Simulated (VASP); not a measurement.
Crystal: BaTe.

```xyz
2
Lattice="0.0000 3.5449 3.5449 3.5449 0.0000 3.5449 3.5449 3.5449 0.0000" Properties=species:S:1:pos:R:3 pbc="T T T"
Ba    0.0000    0.0000    0.0000
Te    3.5449    3.5449    3.5449
```

- Program: VASP 6.6.1
- Task: relaxation of cell and atoms
- Functional: PBEsol
- Potentials or basis: VASP PAW PBE potentials, release 64 (Ba_sv, Te)
- Cutoff: 500 eV
- k mesh: 6 × 6 × 6
- Occupations: fermi-dirac, width 0.03 eV
- Spin: no spin polarisation

At the start: pressure -1.5 GPa; volume 44.55 Å³/atom.

How do energy, volume and symmetry change on relaxing?

Over 3 steps the energy falls by 10.6 meV/atom and the volume is 42.31 Å³/atom (-5.0 %); space group Fm-3m (No. 225, to 0.1 Å) before and after.

The path:
```
step  energy change (eV)  largest force (eV/Å)  pressure (GPa)  volume (Å³)
   1              0.0000                0.0000           -1.46        89.09
   2             -0.0208                0.0000            0.25        83.97
   3             -0.0213                0.0000            0.00        84.62
```

Final structure:
```cif
data_structure
_symmetry_space_group_name_H-M 'P 1'
_symmetry_Int_Tables_number 1
_cell_length_a 4.9279
_cell_length_b 4.9279
_cell_length_c 4.9279
_cell_angle_alpha 60.000
_cell_angle_beta 60.000
_cell_angle_gamma 60.000
_cell_volume 84.62
loop_
_atom_site_label
_atom_site_type_symbol
_atom_site_fract_x
_atom_site_fract_y
_atom_site_fract_z
_atom_site_occupancy
Ba1 Ba 0.00000 0.00000 0.00000 1
Te1 Te 0.50000 0.50000 0.50000 1
```

Caveat: the PAW data sets were made with another functional, which shifts forces and pressure a little.
